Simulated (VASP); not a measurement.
Runs of VASP 6.6.1 on InSb3. The structure is that of space group Pm-3m (No. 221), or close to it. The cells are those of the table. 

```csv
cell,gap on the mesh (eV),pressure (GPa)
"a = 4.544, b = 4.544, c = 4.355 Å, 4 atoms",none,(a)
"a = 4.923, b = 4.923, c = 5.112 Å, 4 atoms",none,-6.3
"a = 5.112, b = 5.112, c = 4.923 Å, 4 atoms",none,-7.2
"a = 4.355 Å, 4 atoms",none,26.1
"a = 5.112 Å, 4 atoms",none,-7.7
"a = 4.544 Å, 4 atoms",none,9.4
"a = 4.923 Å, 4 atoms",none,-5.2
"a = 4.355, b = 4.355, c = 4.544 Å, 4 atoms",none,(b)
"a = 4.923, b = 4.923, c = 4.733 Å, 4 atoms",none,(c)
```

Alike in all rows: task single point; level PBE+D3(BJ); potentials or basis VASP PAW PBE potentials, release 64 (In_d, Sb); no spin polarisation; k mesh 10 × 10 × 10; cutoff (eV) 520; smearing gaussian 0.15 eV.

Question: Estimate the missing entries.

Answer: (a) 14.0; (b) 19.6; (c) -3.9.

Caveats: spin-orbit coupling is left out, which moves the levels of the heavy elements; the cell stands under tension (at least some runs); the cell stands under pressure (at least some runs).

A k mesh can miss the band edges, and the runs leave out spin-orbit coupling on In, Sb.

A gap of «none» marks levels without a gap at the run's occupations.
